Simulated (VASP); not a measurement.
Set up this calculation in VASP 6.6.1, as the native input.

| Property | Result |
| --- | --- |
| Task | single point |
| Functional | LDA |
| Potentials or basis | VASP PAW LDA potentials, release 64 (Mg, S) |
| Cutoff | 600 eV |
| k mesh | 8 × 8 × 8 |
| Occupations | gaussian, width 0.05 eV |
| Spin | no spin polarisation |
| Dipole correction | no |
| Further INCAR settings | ALGO = Normal; EDIFF = 1e-06; NBANDS = 11 |

The structure of MgS lies in POSCAR:

```
MgS
1.0
    0.0000000000      2.5300594471      2.5300594471
    2.5300594471      0.0000000000      2.5300594471
    2.5300594471      2.5300594471      0.0000000000
Mg S
1 1
Direct
    0.0000000000      0.0000000000      0.0000000000
    0.5000000000      0.5000000000      0.5000000000
```

This cell differs from its parent crystal: volume scaled by 0.96.

These files were run (other wordings do the same):

INCAR

```
SYSTEM = MgS
PREC     = Accurate       ! precision mode
ENCUT    = 600            ! plane-wave cutoff, eV
EDIFF    = 1E-6           ! SCF threshold, eV
ISMEAR   = 0              ! smearing method
SIGMA    = 0.05           ! smearing width, eV
LREAL    = .False.        ! projectors in reciprocal space
LASPH    = .True.         ! aspherical terms in the spheres
NELM     = 120            ! most SCF steps
ALGO     = Normal         ! electronic algorithm
ISIF     = 2              ! what is computed and relaxed
LWAVE    = .False.        ! write WAVECAR
LCHARG   = .False.        ! write CHGCAR
NBANDS   = 11             ! bands
GGA_COMPAT= .False.
```

KPOINTS

```
Automatic mesh
0
Gamma
  8 8 8
  0 0 0
```

Potentials or basis: VASP PAW LDA potentials, release 64 (Mg, S).

The run is started by

```bash
$ cat potpaw_LDA.64/Mg/POTCAR potpaw_LDA.64/S/POTCAR > POTCAR
$ mpirun -np 1 vasp_std > vasp.out
```

Results of the run:

```json
{
  "Pressure": "3.1 GPa",
  "Band gap on the k mesh": "2.73 eV, indirect (least direct gap 4.19 eV)"
}
```

Wall time 23 s on 1 thread of Intel Xeon 8259CL (shared host), peak memory 0.15 GiB.
